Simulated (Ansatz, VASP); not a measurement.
**Nb: VASP beside Ansatz**

```
Nb
1.0
     0.00000    2.14283    2.14283
     2.14283    0.00000    2.14283
     2.14283    2.14283    0.00000
Nb
1
Direct
  0.00000 0.00000 0.00000
```

Change from the starting cell: volume scaled by 1.04.

Alike in both runs: task single point; functional PBE; dispersion D3(BJ); k mesh 8 × 8 × 8; non-collinear spin, spin-orbit coupling.

|  | VASP | Ansatz |
| --- | --- | --- |
| version | VASP 6.6.1 | Ansatz 0.2.0 |
| potentials or method | VASP PAW PBE potentials, release 64 (Nb_sv), cutoff 520 eV | all-electron LAPW, relativistic spinors |
| occupations | methfessel-paxton of order 1, width 0.01 eV | cold, width 0.01 eV |

```csv
,VASP,Ansatz,Ansatz less VASP
pressure (GPa),-13.4,-13.1,+0.29
```

Ansatz ran all-electron here, and VASP with PAW potentials.

Noted on Ansatz's run: the k mesh is thin for a metal, which can move the energy by tens of meV per atom.
